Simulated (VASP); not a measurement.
# H4Os (Cmmm) in VASP: further runs

Runs on H4Os. Level: PBE. Tasks: relaxation of cell and atoms, single point.

Everything below comes from runs of VASP 6.6.1. Logs are shortened: lines on timing, memory, paths and dates and some standing lists are left out, and cuts for length are marked.

## Step 1: The cell of the first run

The structure is orthorhombic, space group Cmmm (No. 65). Conventional cell: a = 8.261 Å, b = 8.261 Å, c = 3.797 Å, α = 90.00°, β = 90.00°, γ = 90.00°. Within 3.3 Å of H (site symmetry 2mm) lie 1 Os at 2.52 Å and 1 H at 3.22 Å. H (site symmetry m2m) has 2 Os at 2.49 Å and 1 H at 3.22 Å within 3.3 Å. Os (site symmetry mmm) has 6 H at 2.49 to 2.52 Å within 3.3 Å.

## Step 2: Relaxation of cell and atoms, PBE (atoms taken out)

INCAR reads:

```
PREC     = Accurate       # precision mode
ENCUT    = 560            # plane-wave cutoff, eV
EDIFF    = 1E-7           # SCF threshold, eV
ISMEAR   = 0              # smearing method
SIGMA    = 0.1            # smearing width, eV
LREAL    = F              # projectors in reciprocal space
LASPH    = T              # aspherical terms in the spheres
NELM     = 120            # most SCF steps
ALGO     = Normal         # electronic algorithm
ISIF     = 3              # what is computed and relaxed
LWAVE    = F              # write WAVECAR
LCHARG   = F              # write CHGCAR
GGA      = PE             # functional
IBRION   = 2              # ionic algorithm
NSW      = 90             # ionic steps
EDIFFG   = -0.04          # ionic threshold
GGA_COMPAT= F            
NELMIN   = 4
```

KPOINTS reads:

```
regular mesh
0
Gamma
  4 4 4
```

POSCAR reads:

```
H4Os
1.0
    4.1303648600     -4.1303648600      0.0000000000
    4.1303648600      4.1303648600      0.0000000000
    0.0000000000      0.0000000000      3.7967917000
H Os
4 1
Direct
    0.6950000000      0.3050000000      0.0000000000
    0.3050000000      0.6950000000      0.0000000000
    0.8050000000      0.8050000000      0.5000000000
    0.1950000000      0.1950000000      0.5000000000
    0.0000000000      0.0000000000      0.0000000000
```

Potentials or basis: VASP PAW PBE potentials, release 64 (H, Os_sv_GW).

On the command line:

```
> cat potpaw_PBE.64/H/POTCAR potpaw_PBE.64/Os_sv_GW/POTCAR > POTCAR
> mpirun -np 1 vasp_std > vasp.out
```

OUTCAR:

```text
PREC = Accurate
   ENCUT = 560
   EDIFF = 1E-7
   ISMEAR = 0
   LREAL = F
   LASPH = T
   NELM = 120
   ISIF = 3
   GGA = PE
   IBRION = 2
   NSW = 90
   EDIFFG = -0.04
   NELMIN = 4

 ion  position               nearest neighbor table
   1  0.695  0.305  0.000-
   2  0.305  0.695  0.000-
   3  0.805  0.805  0.500-
   4  0.195  0.195  0.500-
   5  0.000  0.000  0.000-

  LATTYP: Found a simple tetragonal cell.
 ALAT       =     5.8412180026
 C/A-ratio  =     0.6499999997

  Lattice vectors:

 A1 = (   4.1303648600,  -4.1303648600,   0.0000000000)
 A2 = (   4.1303648600,   4.1303648600,   0.0000000000)
 A3 = (   0.0000000000,   0.0000000000,   3.7967917000)

Analysis of symmetry for initial positions (statically):
=====================================================================
 Subroutine PRICEL returns:
 Original cell was already a primitive cell.

 Routine SETGRP: Setting up the symmetry group for a
 simple tetragonal supercell.

 Subroutine GETGRP returns: Found  8 space group operations
 (whereof  8 operations were pure point group operations)
 out of a pool of 16 trial point group operations.

The static configuration has the point symmetry D_2h.

Analysis of symmetry for dynamics (positions and initial velocities):
=====================================================================
 Subroutine PRICEL returns:
 Original cell was already a primitive cell.

 Routine SETGRP: Setting up the symmetry group for a
 simple tetragonal supercell.

 Subroutine GETGRP returns: Found  8 space group operations
 (whereof  8 operations were pure point group operations)
 out of a pool of 16 trial point group operations.

The dynamic configuration has the point symmetry D_2h.

 Subroutine INISYM returns: Found  8 space group operations
 (whereof  8 operations are pure point group operations),
 and found     1 'primitive' translations

----------------------------------------------------------------------------------------

                                     Primitive cell

  volume of cell :     129.5459

  direct lattice vectors                    reciprocal lattice vectors
     4.130364860 -4.130364860  0.000000000     0.121054681 -0.121054681  0.000000000
     4.130364860  4.130364860  0.000000000     0.121054681  0.121054681  0.000000000
     0.000000000  0.000000000  3.796791700     0.000000000  0.000000000  0.263380264

  length of vectors
     5.841218003  5.841218003  3.796791700     0.171197171  0.171197171  0.263380264

  position of ions in fractional coordinates (direct lattice)
     0.695000000  0.305000000  0.000000000
     0.305000000  0.695000000  0.000000000
     0.805000000  0.805000000  0.500000000
     0.195000000  0.195000000  0.500000000
     0.000000000  0.000000000  0.000000000

  ion indices of the primitive-cell ions
   primitive index   ion index
                 1           1
                 2           2
                 3           3
                 4           4
                 5           5

----------------------------------------------------------------------------------------

 KPOINTS: regular mesh

Automatic generation of k-mesh.
 Grid dimensions read from file:
 generate k-points for:    4    4    4

 Generating k-lattice:

  Cartesian coordinates                     Fractional coordinates (reciprocal lattice)
     0.030263670 -0.030263670  0.000000000     0.250000000  0.000000000  0.000000000
     0.030263670  0.030263670  0.000000000     0.000000000  0.250000000  0.000000000
     0.000000000  0.000000000  0.065845066     0.000000000  0.000000000  0.250000000

  Length of vectors
     0.042799293  0.042799293  0.065845066

  Shift w.r.t. Gamma in fractional coordinates (k-lattice)
     0.000000000  0.000000000  0.000000000

 Subroutine IBZKPT returns following result:
 ===========================================

 Found     21 irreducible k-points:

 Following reciprocal coordinates:
            Coordinates               Weight
  0.000000  0.000000  0.000000      1.000000
  0.250000  0.000000  0.000000      4.000000
  0.500000  0.000000  0.000000      2.000000
  0.250000  0.250000  0.000000      2.000000
 -0.250000  0.250000  0.000000      2.000000
  0.500000  0.250000  0.000000      4.000000
[... 13 lines left out ...]
  0.500000  0.250000  0.500000      4.000000
  0.500000  0.500000  0.500000      1.000000
   k-points           NKPTS =     21   k-points in BZ     NKDIM =     21   number of bands    NBANDS=     14
   number of dos      NEDOS =    301   number of ions     NIONS =      5
   total plane-waves  NPLWV =  69120
   dimension x,y,z NGX =    48 NGY =   48 NGZ =   30
   dimension x,y,z NGXF=    96 NGYF=   96 NGZF=   60
   ions per type =               4   1
   NGX,Y,Z   is equivalent  to a cutoff of  13.66, 13.66, 13.14 a.u.
   NGXF,Y,Z  is equivalent  to a cutoff of  27.32, 27.32, 26.27 a.u.
 SYSTEM =  unknown system
   PREC   = accura    normal or accurate (medium, high low for compatibility)
   ISTART =      0    job   : 0-new  1-cont  2-samecut
   ICHARG =      2    charge: 1-file 2-atom 10-const
   ISPIN  =      1    spin polarized calculation?
   LNONCOLLINEAR =      F non collinear calculations
   LSORBIT =      F    spin-orbit coupling
   LASPH  =      T    aspherical Exc in radial PAW
   ENCUT  =  560.0 eV  41.16 Ry    6.42 a.u.  11.27 11.27  7.33*2*pi/ulx,y,z
   NELM   =    120;   NELMIN=  4; NELMDL= -5     # of ELM steps
   EDIFF  = 0.1E-06   stopping-criterion for ELM
   LREAL  =      F    real-space projection
   EDIFFG = -.4E-01   stopping-criterion for IOM
   NSW    =     90    number of steps for IOM
   IBRION =      2    ionic relax: 0-MD 1-quasi-New 2-CG
   NFREE  =      1    steps in history (QN), initial steepest desc. (CG)
   ISIF   =      3    stress and relaxation
   ISYM   =      2    0-nonsym 1-usesym 2-fastsym
   POTIM  = 0.5000    time-step for ionic-motion
   TEBEG  =    0.0;   TEEND  =   0.0 temperature during run
   PSTRESS=    0.0 pullay stress
   NELECT =      20.0000    total number of electrons
   NUPDOWN=      -1.0000    fix difference up-down
   EMIN   =  10.00;   EMAX   =-10.00  energy-range for DOS
   EFERMI =   0.00;   METHOD = LEGACY
   ISMEAR =     0;   SIGMA  =   0.10  broadening in eV -4-tet -1-fermi 0-gaus
   EFERMI_NEDOS =   21; number of points for ismear=-14 and -15
   IALGO  =     38    algorithm
   IMIX   =      4    mixing-type and parameters
     AMIX     =   0.40;   BMIX     =  1.00
     AMIX_MAG =   1.60;   BMIX_MAG =  1.00
  volume/ion in A,a.u.               =      25.91       174.84
  Fermi-wavevector in a.u.,A,eV,Ry     =   0.878234  1.659622 10.494107  0.771295
  Thomas-Fermi vector in A             =   1.998292
   LORBIT       =      0    0 simple, 1 ext, 2 COOP (PROOUT), +10 PAW based schemes
   GGA     = PE    functional components
   LHFCALC =     F    Hartree Fock is set to
   AEXX    =    0.0000 exact exchange contribution
   IVDW    =     0    specifies the selected vdW correction
   LEPSILON=     F    determine dielectric tensor
   LRPA    =     F    only Hartree local field effects (RPA)
 conjugate gradient relaxation of ions
 non-spin polarized calculation
 Gauss-broadening in eV      SIGMA  =   0.10
  energy-cutoff  :      560.00
  volume of cell :      129.55
 maximum number of plane-waves:      3927
 NGX is ok and might be reduce to    48
   NGX = 23   NGY = 23   NGZ = 15

--------------------------------------- Ionic step        1  -------------------------------------------

 number of electron      20.0000001 magnetization

 Free energy of the ion-electron system (eV)
  ---------------------------------------------------
  ext. energy  EPLUGINS =         0.00000000
  ---------------------------------------------------
  free energy    TOTEN  =       -12.83099312 eV

  energy without entropy =      -12.73175333  energy(sigma->0) =      -12.78137322

------------------------ aborting loop because EDIFF is reached ----------------------------------------

  FORCE on cell =-STRESS in cart. coord.  units (eV):
  Direction    XX          YY          ZZ          XY          YZ          ZX
  --------------------------------------------------------------------------------------
  -------------------------------------------------------------------------------------
  Total       -7.1053559    -10.7361571    -14.1070094      0.0000000      0.0000000      0.0000000
  in kB      -87.8765137   -132.7809711   -174.4704724      0.0000000      0.0000000      0.0000000
  external PRESSURE =    -131.7093191 kB  Pullay stress =       0.0000000 kB
[... 1179 lines left out ...]
 k-point    21 :       0.5000    0.5000    0.5000
  band No.  band energies     occupation
      1     -82.6589      2.00000
      2     -43.0241      2.00000
      3     -41.9658      2.00000
      4     -41.8325      2.00000
      5      -4.0171      2.00000
      6      -3.9633      2.00000
      7      -0.5364      2.00000
      8       2.3182      2.00000
      9       3.1617      0.00000
     10       3.2914      0.00000
     11       7.1246      0.00000
     12       7.7472      0.00000
     13       8.0590      0.00000
     14       8.2688      0.00000

[... ionic steps 4 to 44 ...]

--------------------------------------- Ionic step       45  -------------------------------------------

 number of electron      20.0000000 magnetization

------------------------ aborting loop because EDIFF is reached ----------------------------------------

  FORCE on cell =-STRESS in cart. coord.  units (eV):
  Direction    XX          YY          ZZ          XY          YZ          ZX
  --------------------------------------------------------------------------------------
  -------------------------------------------------------------------------------------
  Total        0.2292548     -0.2253098      0.1300727     -0.0000000      0.0000000      0.0000000
  in kB        7.8014988     -7.6672504      4.4263480     -0.0000000      0.0000000      0.0000000
  external PRESSURE =       1.5201988 kB  Pullay stress =       0.0000000 kB
[... 63 lines left out ...]
  energy  without entropy=      -23.4074377141  energy(sigma->0) =      -23.41925560

--------------------------------------- Ionic step       47  -------------------------------------------

 number of electron      20.0000000 magnetization

 Free energy of the ion-electron system (eV)
  ---------------------------------------------------
  ext. energy  EPLUGINS =         0.00000000
  ---------------------------------------------------
  free energy    TOTEN  =       -23.43195020 eV

  energy without entropy =      -23.40831164  energy(sigma->0) =      -23.42013092

 E-fermi :   1.5143     XC(G=0):  -9.0899

 val. band max:        1.4935162711   @ k =   0.2500   0.0000   0.5000
 cond. band min:       1.5260185391   @ k =   0.0000   0.0000   0.5000
 fundamental gap:      0.0325022680
 Fermi energy:         1.5142594824

 k-point     1 :       0.0000    0.0000    0.0000
  band No.  band energies     occupation
      1     -84.1128      2.00000
      2     -43.4466      2.00000
      3     -43.3580      2.00000
      4     -43.0322      2.00000
      5      -7.7349      2.00000
      6      -5.7554      2.00000
      7      -2.0916      2.00000
      8      -0.4508      2.00000
      9       0.1068      2.00000
     10       3.1282      0.00000
     11       3.2812      0.00000
     12       3.5003      0.00000
[... 372 lines left out ...]
  FREE ENERGIE OF THE ION-ELECTRON SYSTEM (eV)
  ---------------------------------------------------
  free  energy   TOTEN  =       -23.4319501978 eV

  energy  without entropy=      -23.4083116358  energy(sigma->0) =      -23.42013092

 reached required accuracy - stopping structural energy minimisation
```

Wall time 12 min (1 thread of Intel Xeon 6975P-C (Granite Rapids), shared host); peak memory 0.34 GiB.

Results:

* Free energy: -23.4320 eV
* Relaxed volume: 9.43 Å³/atom
* Relaxed cell: a = 4.775 Å, b = 4.775 Å, c = 2.472 Å, α = 90.00°, β = 90.00°, γ = 56.80°
* Space group after relaxing (to 0.1 Å): Cmmm (No. 65)
* Energy gained by relaxing: 2120.2 meV/atom
* Ionic steps: 47
* Pressure after relaxing: -0.1 GPa
* Largest force after relaxing: 0.009 eV/Å
* Band gap on the k mesh: zero (bands 10 and 11 overlap by 2.51 eV)

Forces in eV/Å, atoms in the order of the input:
```
H    0.000  0.009  0.000
H    0.000 -0.009  0.000
H    0.004  0.000  0.000
H   -0.004  0.000  0.000
Os   0.000  0.000  0.000
```

Stress tensor (GPa, compression positive):
```
 0.29  0.00  0.00
 0.00 -0.51  0.00
 0.00  0.00  0.03
```

The path:
```csv
step,energy change (eV),largest force (eV/Å),pressure (GPa),volume (Å³)
1,0.0000,1.9166,-13.17,129.55
3,-9.3926,0.6538,-7.95,59.47
5,-9.5382,1.0559,-2.25,56.21
7,-9.7418,0.6233,2.98,53.30
9,-9.7687,0.3537,-3.50,54.95
11,-9.7965,0.0814,-0.41,53.76
13,-9.8020,0.1808,0.07,52.74
15,-9.8095,0.1999,-0.02,52.14
17,-9.8417,0.2722,-0.10,49.77
19,-9.9620,0.9073,2.81,40.63
21,-9.7047,2.2359,9.50,39.99
23,-9.5403,3.4455,21.48,33.45
25,-9.5005,3.5148,22.89,33.08
27,-9.7654,2.5941,18.30,33.33
29,-10.2893,0.2204,1.19,36.02
31,-10.2998,0.0700,-0.73,36.56
33,-10.3622,0.0608,1.48,36.53
35,-10.3864,0.0669,4.07,36.46
37,-10.4264,0.6404,-0.61,38.01
39,-10.5161,0.4063,0.80,39.83
41,-10.5849,0.0286,1.23,44.39
43,-10.5928,0.1585,-0.75,46.38
45,-10.6001,0.0493,0.15,47.08
47,-10.6010,0.0087,-0.06,47.15
```

Final structure:
```
H Os
1.0
     4.19988   -2.27096    0.00000
     4.19988    2.27096    0.00000
     0.00000    0.00000    2.47189
H Os
4 1
Cartesian
  4.1999 -0.4614 0.0000
  4.1999 0.4614 0.0000
  7.0971 0.0000 1.2359
  1.3027 0.0000 1.2359
  8.3998 0.0000 0.0000
```

Caveat: the k points lie up to 0.64 Å⁻¹ apart in the final cell, too coarse for converged energies and pressures of a metal; the cell differs from its parent crystal (atoms taken out); the volume moved by over 15 % at a fixed basis, so the end points are rough; spin-orbit coupling is left out, which moves the levels of the heavy elements.

## Step 3: Single point, PBE (atoms taken out)

INCAR reads:

```
SYSTEM = H4Os
  PREC = Accurate
  ENCUT = 1230
  EDIFF = 1E-6
  ISMEAR = 0
  SIGMA = 0.1
  LREAL = .FALSE.
  LASPH = .TRUE.
  NELM = 120
  ALGO = Normal
  ISIF = 2
  LWAVE = .FALSE.
  LCHARG = .FALSE.
  GGA = PE
  NBANDS = 18
  GGA_COMPAT = .FALSE.
```

KPOINTS reads:

```
regular mesh
0
G
  6 6 6
  0 0 0
```

POSCAR reads:

```
H4Os
1.0
    1.9145366396     -2.5105523744      0.0000000000
    1.9145366396      2.5105523744      0.0000000000
    0.0000000000      0.0000000000      3.0436425810
H Os
4 1
Direct
    0.6468513005      0.3531486995      0.0000000000
    0.3531486995      0.6468513005      0.0000000000
    0.7648678521      0.7648678521      0.5000000000
    0.2351321479      0.2351321479      0.5000000000
    0.0000000000      0.0000000000      0.0000000000
```

Potentials or basis: VASP PAW PBE potentials, release 64 (H_h, Os_sv_GW).

On the command line:

```
> cat potpaw_PBE.64/H_h/POTCAR potpaw_PBE.64/Os_sv_GW/POTCAR > POTCAR
> mpirun -np 1 vasp_std > vasp.out
```

It took 39 s on 1 thread of AMD EPYC 9R45 (Zen 5), shared host; peak memory 0.25 GiB.

Results (log left out):

```yaml
Free_energy: -23.7460 eV
Pressure: 0.1 GPa
Largest_force: 0.008 eV/Å
Band_gap_on_the_k_mesh: zero (bands 10 and 11 overlap by 0.99 eV)
```

Forces in eV/Å, atoms in the order of the input:
```
H    0.000  0.008  0.000
H    0.000 -0.008  0.000
H    0.007  0.000  0.000
H   -0.007  0.000  0.000
Os   0.000  0.000  0.000
```

Stress tensor (GPa, compression positive):
```
-0.17  0.00  0.00
 0.00  0.14  0.00
 0.00  0.00  0.26
```

Levels at points of the mesh, in eV from the Fermi level:
```
           k point  band 6  band 7  band 8  band 9  band 10  band 11  band 12  band 13  band 14  band 15
(0.00, 0.00, 0.00)   -7.66   -3.95   -1.77   -0.89     0.09     0.15     0.88     7.83     7.86    11.15
(0.50, 0.00, 0.00)   -8.53   -6.83   -2.05   -1.94    -0.24     0.89     0.90     6.96     9.17    12.82
(0.50, 0.50, 0.00)   -7.09   -4.66   -2.22   -1.52    -1.32     0.35     1.24     6.58     8.84     9.81
(0.00, 0.00, 0.50)   -7.15   -5.43   -3.47   -1.48    -1.44     1.38     1.55     9.92     9.98    11.30
(0.50, 0.00, 0.50)   -6.64   -6.31   -4.26   -2.32    -1.65     0.53     2.99     6.00     8.72    10.91
(0.50, 0.50, 0.50)   -6.58   -4.44   -4.25   -3.12     0.47     0.51     4.85     5.90     6.22     7.67
```

Caveat: the cell differs from its parent crystal (atoms taken out); spin-orbit coupling is left out, which moves the levels of the heavy elements.

The gap in the log of VASP goes by the Fermi energy; the results here count the filled bands.